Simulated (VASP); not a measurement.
# Lu (P6_3/mmc) in VASP: notebook, part 2 of 2

VASP 6.6.1.

### Step 3. Single point, PBE

Input file INCAR:

```
PREC     = Accurate       # precision mode
ENCUT    = 520            # plane-wave cutoff, eV
EDIFF    = 1E-6           # SCF threshold, eV
ISMEAR   = -1             # smearing method
SIGMA    = 0.05           # smearing width, eV
LREAL    = F              # projectors in reciprocal space
LASPH    = T              # aspherical terms in the spheres
NELM     = 80             # most SCF steps
ALGO     = Normal         # electronic algorithm
ISIF     = 2              # what is computed and relaxed
LWAVE    = F              # write WAVECAR
LCHARG   = F              # write CHGCAR
GGA      = PE             # functional
NBANDS   = 32             # bands
```

Input file KPOINTS:

```
regular mesh
0
Gamma
  14 14 8
```

Input file POSCAR:

```
Lu
1.0
    3.5063221227      0.0000000000      0.0000000000
   -1.7531610614      3.0365640321      0.0000000000
    0.0000000000      0.0000000000      5.4662440976
Lu
2
Direct
    0.3333333333      0.6666666667      0.2500000000
    0.6666666667      0.3333333333      0.7500000000
```

Potentials or basis: VASP PAW PBE potentials, release 64 (Lu).

The run is started by

```sh
$ cat potpaw_PBE.64/Lu/POTCAR > POTCAR
$ mpirun -np 1 vasp_std > vasp.out
```

OUTCAR:

```text
PREC = Accurate
   ENCUT = 520
   EDIFF = 1E-6
   ISMEAR = -1
   LREAL = F
   LASPH = T
   NELM = 80
   ISIF = 2
   GGA = PE

 ion  position               nearest neighbor table
   1  0.333  0.667  0.250-   2 3.40   2 3.40   2 3.40   2 3.40   2 3.40   2 3.40
   2  0.667  0.333  0.750-   1 3.40   1 3.40   1 3.40   1 3.40   1 3.40   1 3.40

  LATTYP: Found a hexagonal cell.
 ALAT       =     3.5063221227
 C/A-ratio  =     1.5589680315

  Lattice vectors:

 A1 = (   3.5063221227,   0.0000000000,   0.0000000000)
 A2 = (  -1.7531610614,   3.0365640321,   0.0000000000)
 A3 = (   0.0000000000,   0.0000000000,   5.4662440976)

Analysis of symmetry for initial positions (statically):
=====================================================================
 Subroutine PRICEL returns:
 Original cell was already a primitive cell.

 Routine SETGRP: Setting up the symmetry group for a
 hexagonal supercell.

 Subroutine GETGRP returns: Found 24 space group operations
 (whereof 12 operations were pure point group operations)
 out of a pool of 24 trial point group operations.

The static configuration has the point symmetry D_3d.
 The point group associated with its full space group is D_6h.

Analysis of symmetry for dynamics (positions and initial velocities):
=====================================================================
 Subroutine PRICEL returns:
 Original cell was already a primitive cell.

 Routine SETGRP: Setting up the symmetry group for a
 hexagonal supercell.

 Subroutine GETGRP returns: Found 24 space group operations
 (whereof 12 operations were pure point group operations)
 out of a pool of 24 trial point group operations.

The dynamic configuration has the point symmetry D_3d.
 The point group associated with its full space group is D_6h.

 Subroutine INISYM returns: Found 24 space group operations
 (whereof 12 operations are pure point group operations),
 and found     1 'primitive' translations
[... 103 lines left out ...]
   POTIM  = 0.5000    time-step for ionic-motion
   TEBEG  =    0.0;   TEEND  =   0.0 temperature during run
   PSTRESS=    0.0 pullay stress
   NELECT =      50.0000    total number of electrons
   NUPDOWN=      -1.0000    fix difference up-down
   EMIN   =  10.00;   EMAX   =-10.00  energy-range for DOS
   EFERMI =   0.00;   METHOD = LEGACY
   ISMEAR =    -1;   SIGMA  =   0.05  broadening in eV -4-tet -1-fermi 0-gaus
   EFERMI_NEDOS =   21; number of points for ismear=-14 and -15
   IALGO  =     38    algorithm
   IMIX   =      4    mixing-type and parameters
     AMIX     =   0.40;   BMIX     =  1.00
     AMIX_MAG =   1.60;   BMIX_MAG =  1.00
  volume/ion in A,a.u.               =      29.10       196.38
  Fermi-wavevector in a.u.,A,eV,Ry     =   1.556290  2.940961 32.953817  2.422037
  Thomas-Fermi vector in A             =   2.660107
   LORBIT       =      0    0 simple, 1 ext, 2 COOP (PROOUT), +10 PAW based schemes
   GGA     = PE    functional components
   LHFCALC =     F    Hartree Fock is set to
   AEXX    =    0.0000 exact exchange contribution
   IVDW    =     0    specifies the selected vdW correction
   LEPSILON=     F    determine dielectric tensor
   LRPA    =     F    only Hartree local field effects (RPA)
 non-spin polarized calculation
  energy-cutoff  :      520.00
  volume of cell :       58.20
 maximum number of plane-waves:      1616
 NGX is ok and might be reduce to    28
   NGX = 13   NGY = 13   NGZ = 21

 number of electron      49.9999994 magnetization

 Free energy of the ion-electron system (eV)
  ---------------------------------------------------
  ext. energy  EPLUGINS =         0.00000000
  ---------------------------------------------------
  free energy    TOTEN  =        -9.05635441 eV

  energy without entropy =       -9.02892721  energy(sigma->0) =       -9.04264081

 E-fermi :   2.2241     XC(G=0): -10.6674

 val. band max:        2.2218465174   @ k =   0.4286   0.1429   0.3750
 cond. band min:       2.2374027585   @ k =   0.4286   0.1429   0.3750
 fundamental gap:      0.0155562411
 Fermi energy:         2.2240844939

 k-point     1 :       0.0000    0.0000    0.0000
  band No.  band energies     occupation
      1     -53.9649      2.00000
      2     -53.9288      2.00000
      3     -24.9132      2.00000
      4     -24.4833      2.00000
      5     -24.4833      2.00000
      6     -24.3973      2.00000
[... 829 lines left out ...]
     31       7.5675      0.00000
     32       7.8675      0.00000

 [... further k-points ...]
[... 5 lines left out ...]
  --------------------------------------------------------------------------------------
  -------------------------------------------------------------------------------------
  Total        0.1320304      0.1320304      0.1313221     -0.0000000      0.0000000      0.0000000
  in kB        3.6346387      3.6346387      3.6151395     -0.0000000      0.0000000      0.0000000
  external PRESSURE =       3.6281390 kB  Pullay stress =       0.0000000 kB

 VOLUME and BASIS-vectors are now :
 -----------------------------------------------------------------------------
  energy-cutoff  :      520.00
  volume of cell :       58.20
      direct lattice vectors                 reciprocal lattice vectors
     3.506322123  0.000000000  0.000000000     0.285199125  0.164659791  0.000000000
    -1.753161061  3.036564032  0.000000000     0.000000000  0.329319583  0.000000000
     0.000000000  0.000000000  5.466244098     0.000000000  0.000000000  0.182940970

 POSITION                                       TOTAL-FORCE (eV/Angst)
 -----------------------------------------------------------------------------------
     -0.00000      2.02438      1.36656         0.000000     -0.000000      0.000000
      1.75316      1.01219      4.09968        -0.000000      0.000000      0.000000
 -----------------------------------------------------------------------------------
    total drift:                               -0.000000      0.000000     -0.000000

  FREE ENERGIE OF THE ION-ELECTRON SYSTEM (eV)
  ---------------------------------------------------
  free  energy   TOTEN  =        -9.0563544139 eV

  energy  without entropy=       -9.0289272094  energy(sigma->0) =       -9.04264081
```

OSZICAR:

```text
N       E                     dE             d eps       ncg     rms          rms(c)
DAV:   1     0.243527027890E+03    0.24353E+03   -0.19404E+04 11176   0.510E+03
DAV:   2     0.210062683435E+02   -0.22252E+03   -0.21377E+03  8272   0.559E+02
DAV:   3    -0.660127585898E+01   -0.27608E+02   -0.27133E+02 11048   0.118E+02
DAV:   4    -0.914932007558E+01   -0.25480E+01   -0.25337E+01 11736   0.246E+01
DAV:   5    -0.922835528906E+01   -0.79035E-01   -0.79005E-01 11792   0.444E+00    0.493E+00
DAV:   6    -0.909374503709E+01    0.13461E+00   -0.41733E-01 12264   0.810E+00    0.232E+00
DAV:   7    -0.905912877336E+01    0.34616E-01   -0.92492E-02 11192   0.187E+00    0.445E-01
DAV:   8    -0.905610106301E+01    0.30277E-02   -0.12202E-02 12656   0.896E-01    0.146E-01
DAV:   9    -0.905634700972E+01   -0.24595E-03   -0.14433E-03  9592   0.271E-01    0.108E-01
DAV:  10    -0.905635405522E+01   -0.70455E-05   -0.24510E-04 12128   0.114E-01    0.729E-03
DAV:  11    -0.905635441387E+01   -0.35865E-06   -0.90636E-06  9728   0.190E-02
   1 F= -.90563544E+01 E0= -.90426408E+01  d E =-.274272E-01
```

It took 3.5 min on 1 thread of Intel Xeon 6975P-C, shared host; peak memory 0.32 GiB.

What came out:

| Quantity | Value |
| --- | --- |
| Free energy | -9.0564 eV |
| Pressure | 0.4 GPa |
| Band gap on the k mesh | zero (band 25 reaches 3.45 eV, above the bottom of band 26 at 1.58 eV) |

Caveat: spin-orbit coupling is left out, which moves the levels of the heavy elements.
